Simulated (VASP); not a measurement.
# Sb (Fm-3m) in VASP: single point with r2SCAN

Aim: the single point of Sb with r2SCAN.

Program: VASP 6.6.1. These are calculated values, not measurements. Logs are shortened: lines on timing, memory, paths and dates and some standing lists are left out, and cuts for length are marked.

### 1 The cell of the first run

The structure is cubic, space group Fm-3m (No. 225). The conventional cell has a = 4.773 Å, b = 4.773 Å, c = 4.773 Å, α = 90.00°, β = 90.00°, γ = 90.00°. Sb (site symmetry m-3m) has 12 Sb at 3.37 Å within 4.4 Å.

### 2 Single point, r2SCAN

Input file POSCAR:

```
Sb
1.0
    0.0000000000      2.3864222753      2.3864222753
    2.3864222753      0.0000000000      2.3864222753
    2.3864222753      2.3864222753      0.0000000000
Sb
1
Direct
    0.0000000000      0.0000000000      0.0000000000
```

Input file INCAR.step1:

```
PREC = Accurate
ENCUT = 520
ISMEAR = 0
SIGMA = 0.1
LREAL = F
LASPH = T
NELM = 60
NBANDS = 8
GGA = PE
ALGO = Normal
EDIFF = 1E-4
LWAVE = T
LCHARG = F
```

Input file INCAR.step2:

```
PREC = Accurate
ENCUT = 520
EDIFF = 1E-6
ISMEAR = 0
SIGMA = 0.1
LREAL = F
LASPH = T
NELM = 60
ALGO = Normal
ISIF = 2
LWAVE = F
LCHARG = T
METAGGA = R2SCAN
LMIXTAU = T
LELF = T
LVHAR = T
NBANDS = 8
ISTART = 1
```

Input file KPOINTS:

```
Automatic mesh
0
Gamma
  20 20 20
```

Potentials or basis: VASP PAW PBE potentials, release 64 (Sb).

Started as:

```console
$ cat potpaw_PBE.64/Sb/POTCAR > POTCAR
$ cp INCAR.step1 INCAR
$ mpirun -np 1 vasp_std > vasp.out
$ cp INCAR.step2 INCAR
$ mpirun -np 1 vasp_std > vasp.out
```

OUTCAR:

```text
PREC = Accurate
   ENCUT = 520
   EDIFF = 1E-6
   ISMEAR = 0
   LREAL = F
   LASPH = T
   NELM = 60
   ISIF = 2
   METAGGA = R2SCAN
   ISTART = 1

 ion  position               nearest neighbor table
   1  0.000  0.000  0.000-

  LATTYP: Found a face centered cubic cell.
 ALAT       =     4.7728445506

  Lattice vectors:

 A1 = (   0.0000000000,   2.3864222753,   2.3864222753)
 A2 = (   2.3864222753,   0.0000000000,   2.3864222753)
 A3 = (   2.3864222753,   2.3864222753,   0.0000000000)

Analysis of symmetry for initial positions (statically):
=====================================================================
 Subroutine PRICEL returns:
 Original cell was already a primitive cell.

 Routine SETGRP: Setting up the symmetry group for a
 face centered cubic supercell.

 Subroutine GETGRP returns: Found 48 space group operations
 (whereof 48 operations were pure point group operations)
 out of a pool of 48 trial point group operations.

The static configuration has the point symmetry O_h .

Analysis of symmetry for dynamics (positions and initial velocities):
=====================================================================
 Subroutine PRICEL returns:
 Original cell was already a primitive cell.

 Routine SETGRP: Setting up the symmetry group for a
 face centered cubic supercell.

 Subroutine GETGRP returns: Found 48 space group operations
 (whereof 48 operations were pure point group operations)
 out of a pool of 48 trial point group operations.

The dynamic configuration has the point symmetry O_h .

 Subroutine INISYM returns: Found 48 space group operations
 (whereof 48 operations are pure point group operations),
 and found     1 'primitive' translations

----------------------------------------------------------------------------------------

                                     Primitive cell

  volume of cell :      27.1814

  direct lattice vectors                    reciprocal lattice vectors
     0.000000000  2.386422275  2.386422275    -0.209518661  0.209518661  0.209518661
     2.386422275  0.000000000  2.386422275     0.209518661 -0.209518661  0.209518661
     2.386422275  2.386422275  0.000000000     0.209518661  0.209518661 -0.209518661

  length of vectors
     3.374910747  3.374910747  3.374910747     0.362896966  0.362896966  0.362896966

  position of ions in fractional coordinates (direct lattice)
     0.000000000  0.000000000  0.000000000

  ion indices of the primitive-cell ions
   primitive index   ion index
                 1           1

----------------------------------------------------------------------------------------

 KPOINTS: Automatic mesh

Automatic generation of k-mesh.
 Grid dimensions read from file:
 generate k-points for:   20   20   20

 Generating k-lattice:

  Cartesian coordinates                     Fractional coordinates (reciprocal lattice)
    -0.010475933  0.010475933  0.010475933     0.050000000  0.000000000  0.000000000
     0.010475933 -0.010475933  0.010475933     0.000000000  0.050000000  0.000000000
     0.010475933  0.010475933 -0.010475933     0.000000000  0.000000000  0.050000000

  Length of vectors
     0.018144848  0.018144848  0.018144848

  Shift w.r.t. Gamma in fractional coordinates (k-lattice)
     0.000000000  0.000000000  0.000000000

 Subroutine IBZKPT returns following result:
 ===========================================

 Found    256 irreducible k-points:

 Following reciprocal coordinates:
            Coordinates               Weight
  0.000000  0.000000  0.000000      1.000000
  0.050000  0.000000  0.000000      8.000000
  0.100000  0.000000  0.000000      8.000000
  0.150000  0.000000  0.000000      8.000000
  0.200000  0.000000  0.000000      8.000000
  0.250000  0.000000  0.000000      8.000000
[... 16 lines left out ...]
 -0.400000  0.050000  0.000000     24.000000
 -0.350000  0.050000  0.000000     24.000000
 [... further k-points ...]
   k-points           NKPTS =    256   k-points in BZ     NKDIM =    256   number of bands    NBANDS=      8
   number of dos      NEDOS =    301   number of ions     NIONS =      1
   total plane-waves  NPLWV =  21952
   dimension x,y,z NGX =    28 NGY =   28 NGZ =   28
   dimension x,y,z NGXF=    56 NGYF=   56 NGZF=   56
   ions per type =               1
   NGX,Y,Z   is equivalent  to a cutoff of  13.79, 13.79, 13.79 a.u.
   NGXF,Y,Z  is equivalent  to a cutoff of  27.59, 27.59, 27.59 a.u.
 SYSTEM =  unknown system
   PREC   = accura    normal or accurate (medium, high low for compatibility)
   ISTART =      1    job   : 0-new  1-cont  2-samecut
   ICHARG =      0    charge: 1-file 2-atom 10-const
   ISPIN  =      1    spin polarized calculation?
   LNONCOLLINEAR =      F non collinear calculations
   LSORBIT =      F    spin-orbit coupling
   LASPH  =      T    aspherical Exc in radial PAW
   ENCUT  =  520.0 eV  38.22 Ry    6.18 a.u.   6.28  6.28  6.28*2*pi/ulx,y,z
   NELM   =     60;   NELMIN=  2; NELMDL=  0     # of ELM steps
   EDIFF  = 0.1E-05   stopping-criterion for ELM
   LREAL  =      F    real-space projection
   EDIFFG = 0.1E-04   stopping-criterion for IOM
   NSW    =      0    number of steps for IOM
   IBRION =     -1    ionic relax: 0-MD 1-quasi-New 2-CG
   NFREE  =      0    steps in history (QN), initial steepest desc. (CG)
   ISIF   =      2    stress and relaxation
   ISYM   =      2    0-nonsym 1-usesym 2-fastsym
   POTIM  = 0.5000    time-step for ionic-motion
   TEBEG  =    0.0;   TEEND  =   0.0 temperature during run
   PSTRESS=    0.0 pullay stress
   NELECT =       5.0000    total number of electrons
   NUPDOWN=      -1.0000    fix difference up-down
   EMIN   =  10.00;   EMAX   =-10.00  energy-range for DOS
   EFERMI =   0.00;   METHOD = LEGACY
   ISMEAR =     0;   SIGMA  =   0.10  broadening in eV -4-tet -1-fermi 0-gaus
   EFERMI_NEDOS =   21; number of points for ismear=-14 and -15
   IALGO  =     38    algorithm
   IMIX   =      4    mixing-type and parameters
     AMIX     =   0.40;   BMIX     =  1.00
     AMIX_MAG =   1.60;   BMIX_MAG =  1.00
  volume/ion in A,a.u.               =      27.18       183.43
  Fermi-wavevector in a.u.,A,eV,Ry     =   0.931053  1.759434 11.794331  0.866859
  Thomas-Fermi vector in A             =   2.057505
   LORBIT       =      0    0 simple, 1 ext, 2 COOP (PROOUT), +10 PAW based schemes
   METAGGA = R2SCAN    functional components
   LHFCALC =     F    Hartree Fock is set to
   AEXX    =    0.0000 exact exchange contribution
   IVDW    =     0    specifies the selected vdW correction
   LEPSILON=     F    determine dielectric tensor
   LRPA    =     F    only Hartree local field effects (RPA)
 non-spin polarized calculation
 Gauss-broadening in eV      SIGMA  =   0.10
  energy-cutoff  :      520.00
  volume of cell :       27.18
 maximum number of plane-waves:       754
 NGX is ok and might be reduce to    28
   NGX = 13   NGY = 13   NGZ = 13

 number of electron       5.0000000 magnetization

 Free energy of the ion-electron system (eV)
  ---------------------------------------------------
  ext. energy  EPLUGINS =         0.00000000
  ---------------------------------------------------
  free energy    TOTEN  =       -25.23249972 eV

  energy without entropy =      -25.22935261  energy(sigma->0) =      -25.23092616

 E-fermi :   8.3853     XC(G=0): -10.7865

 val. band max:        8.3741467796   @ k =   0.5000   0.4500   0.0000
 cond. band min:       8.3858465388   @ k =   0.3000   0.2500   0.0000
 fundamental gap:      0.0116997593
 Fermi energy:         8.3852566996

 k-point     1 :       0.0000    0.0000    0.0000
  band No.  band energies     occupation
      1      -5.1599      2.00000
      2      13.9050      0.00000
      3      13.9050      0.00000
      4      13.9050      0.00000
      5      18.7343      0.00000
      6      18.7343      0.00000
      7      18.7343      0.00000
      8      19.3572      0.00000

 k-point     2 :       0.0500    0.0000    0.0000
  band No.  band energies     occupation
      1      -5.1078      2.00000
      2      13.3877      0.00000
      3      13.8321      0.00000
      4      13.8321      0.00000
      5      18.2419      0.00000
      6      18.8528      0.00000
      7      18.8528      0.00000
      8      20.2267      0.00000

 k-point     3 :       0.1000    0.0000    0.0000
  band No.  band energies     occupation
      1      -4.9518      2.00000
      2      12.1559      0.00000
      3      13.6378      0.00000
      4      13.6378      0.00000
      5      17.8166      0.00000
      6      19.1630      0.00000
      7      19.1630      0.00000
      8      21.3442      0.00000

 k-point     4 :       0.1500    0.0000    0.0000
  band No.  band energies     occupation
      1      -4.6927      2.00000
      2      10.6460      0.00000
      3      13.3736      0.00000
      4      13.3736      0.00000
      5      17.5154      0.00000
      6      19.5063      0.00000
      7      19.5063      0.00000
      8      21.5206      0.00000

 k-point     5 :       0.2000    0.0000    0.0000
  band No.  band energies     occupation
      1      -4.3325      2.00000
      2       9.0737      0.00000
      3      13.0874      0.00000
      4      13.0874      0.00000
      5      17.2912      0.00000
      6      19.5427      0.00000
      7      19.5427      0.00000
      8      21.4971      0.00000
[... 177 lines left out ...]
 k-point    22 :      -0.4500    0.0500    0.0000
  band No.  band energies     occupation
      1      -1.2762      2.00000
      2       2.4750      2.00000
      3      11.6139      0.00000
      4      12.0813      0.00000
      5      17.2538      0.00000
      6      17.4834      0.00000
      7      18.0192      0.00000
      8      19.7434      0.00000

 k-point    23 :      -0.4000    0.0500    0.0000
  band No.  band energies     occupation
      1      -1.7924      2.00000
      2       3.2382      2.00000
      3      11.5813      0.00000
      4      12.2676      0.00000
      5      17.3498      0.00000
      6      17.5846      0.00000
      7      18.0467      0.00000
      8      19.9718      0.00000

 k-point    24 :      -0.3500    0.0500    0.0000
  band No.  band energies     occupation
      1      -2.4426      2.00000
      2       4.3442      2.00000
      3      11.6199      0.00000
      4      12.5055      0.00000
      5      17.3274      0.00000
      6      17.9380      0.00000
      7      18.1899      0.00000
      8      20.3304      0.00000

 [... further k-points ...]

------------------------ aborting loop because EDIFF is reached ----------------------------------------

  FORCE on cell =-STRESS in cart. coord.  units (eV):
  Direction    XX          YY          ZZ          XY          YZ          ZX
  --------------------------------------------------------------------------------------
  -------------------------------------------------------------------------------------
  Total       -0.0190130     -0.0190130     -0.0190130      0.0000000      0.0000000      0.0000000
  in kB       -1.1207022     -1.1207022     -1.1207022      0.0000000      0.0000000      0.0000000
  external PRESSURE =      -1.1207022 kB  Pullay stress =       0.0000000 kB

 VOLUME and BASIS-vectors are now :
 -----------------------------------------------------------------------------
  energy-cutoff  :      520.00
  volume of cell :       27.18
      direct lattice vectors                 reciprocal lattice vectors
     0.000000000  2.386422275  2.386422275    -0.209518661  0.209518661  0.209518661
     2.386422275  0.000000000  2.386422275     0.209518661 -0.209518661  0.209518661
     2.386422275  2.386422275  0.000000000     0.209518661  0.209518661 -0.209518661

 POSITION                                       TOTAL-FORCE (eV/Angst)
 -----------------------------------------------------------------------------------
      0.00000      0.00000      0.00000         0.000000      0.000000     -0.000000
 -----------------------------------------------------------------------------------
    total drift:                                0.000000      0.000000      0.000000

  FREE ENERGIE OF THE ION-ELECTRON SYSTEM (eV)
  ---------------------------------------------------
  free  energy   TOTEN  =       -25.2324997198 eV

  energy  without entropy=      -25.2293526082  energy(sigma->0) =      -25.23092616
```

Run time: 1.7 min. Hardware: 1 thread of Intel Xeon 6975P-C (Granite Rapids), shared host; peak memory 0.2 GiB.

Results:

```yaml
Free_energy: -25.2325 eV
Pressure: -0.1 GPa
```

Levels at points of the mesh, in eV from the Fermi level:
```csv
k point,band 1,band 2,band 3,band 4,band 5,band 6
"(0.00, 0.00, 0.00)",-13.55,5.52,5.52,5.52,10.35,10.35
"(0.50, 0.00, 0.00)",-9.58,-6.13,3.72,3.72,8.66,9.49
"(0.50, 0.50, 0.00)",-7.82,-5.26,0.31,0.31,4.61,4.81
```

Caveat: the PAW data sets were made with another functional, which shifts forces and pressure a little; spin-orbit coupling is left out, which moves the levels of the heavy elements.
